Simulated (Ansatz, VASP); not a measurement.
## Two plane-wave programs on FeCo

```
Fe Co
1.0
     2.85028    0.00000    0.00000
     0.00000    2.85028    0.00000
     0.00000    0.00000    2.85028
Fe Co
1 1
Direct
  0.50000 0.50000 0.50000
  0.00000 0.00000 0.00000
```

Change from the starting cell: species swapped into the ZnAg type (Pm-3m, No. 221).

Alike in both runs: functional PBE; k mesh 6 × 6 × 6; occupations gaussian, width 0.1 eV; collinear spin.

Ansatz relaxed the structure, and its values are those at the end. VASP's run is a single point on that final structure, the one shown.

|  | VASP | Ansatz |
| --- | --- | --- |
| version | VASP 6.6.1 | Ansatz 0.2.0 |
| potentials or method | VASP PAW PBE potentials, release 64 (Fe, Co), cutoff 600 eV | scalar-relativistic, plane waves, PAW |
| valence electrons in the cell | 17 | 33 |

```tsv
	VASP	Ansatz	Ansatz less VASP
gap on the k mesh at the Fermi level (eV)	none	none	-
pressure (GPa)	-0.3	0.3	+0.62
net moment per atom (μB)	2.35	2.36	+0.004
size of the moment on the site where the two differ most (μB)	1.83	1.89	+0.061
```

Site moments also hang on the region over which each program counts them. A gap of «none» marks a metal or a gap that the smearing closes. VASP's potentials hold 17 valence electrons a cell and Ansatz's 33, so a difference there can come from the potentials and not from the codes.

The k mesh is coarse, so the values compare programs but aren't converged.
